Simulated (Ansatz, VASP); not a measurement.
**TaAg2 in VASP and in Ansatz**

```
CELL_PARAMETERS angstrom
4.70936 0.00000 0.00000
-2.35468 4.07843 0.00000
0.00000 0.00000 2.72361
ATOMIC_POSITIONS crystal
Ta 0.00000 0.00000 0.00000
Ag 0.33333 0.66667 0.50000
Ag 0.66667 0.33333 0.50000
```

Alike in both runs: task relaxation of cell and atoms; functional PBE; k mesh 12 × 12 × 16; occupations gaussian, width 0.1 eV; no spin polarisation.

|  | VASP | Ansatz |
| --- | --- | --- |
| version | VASP 6.6.1 | Ansatz 0.2.0 |
| potentials or method | VASP PAW PBE potentials, release 64 (Ta_pv, Ag), cutoff 600 eV | scalar-relativistic, plane waves, PAW |
| valence electrons in the cell | 33 | 51 |

VASP gave:

```
gap on the k mesh at the Fermi level, each at its own relaxed structure (eV)  : none
relaxed volume (Å³/atom)                                                      : 17.41
relaxed length of the cell vector where the two differ most in proportion (Å) : 2.725
```

Problem. Estimate Ansatz's values.

Solution. gap on the k mesh at the Fermi level, each at its own relaxed structure (eV): none; relaxed volume (Å³/atom): 17.43; relaxed length of the cell vector where the two differ most in proportion (Å): 2.727.

A gap of «none» marks a metal or a gap that the smearing closes. VASP's potentials hold 33 valence electrons a cell and Ansatz's 51, so a difference there can come from the potentials and not from the codes.

Spin-orbit coupling is off throughout.
